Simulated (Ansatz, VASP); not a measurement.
## Se3Br in VASP and in Ansatz

```xyz
4
Lattice="-1.9012 1.9012 8.4819 1.9012 -1.9012 8.4819 1.9012 1.9012 -8.4819" Properties=species:S:1:pos:R:3 pbc="T T T"
Se    1.9012    0.0000    4.2409
Se    0.0000    1.9012    4.2409
Se    0.0000    0.0000    8.4819
Br    0.0000    0.0000    0.0000
```

Alike in both runs: task single point; functional PBE; k mesh 14 × 14 × 14; occupations gaussian, width 0.1 eV; no spin polarisation.

```csv
,VASP,Ansatz
version,VASP 6.6.1,Ansatz 0.2.0
potentials or method,"VASP PAW PBE potentials, release 64 (Se, Br), cutoff 520 eV","scalar-relativistic, plane waves, PAW"
valence electrons in the cell,25,55
```

Ansatz gave:

| Quantity | Value |
| --- | --- |
| gap on the k mesh at the Fermi level (eV) | none |
| pressure (GPa) | 0.2 |
| traceless stress, the component that is largest in VASP (GPa) | -0.11 |

Q: Which values does VASP return?

A: gap on the k mesh at the Fermi level (eV): none; pressure (GPa): 0.3; traceless stress, the component that is largest in VASP (GPa): -0.12.

A gap of «none» marks a metal or a gap that the smearing closes. With one functional, cell and mesh, what is left measures potentials, basis and numerics. VASP's potentials hold 25 valence electrons a cell and Ansatz's 55, so a difference there can come from the potentials and not from the codes.
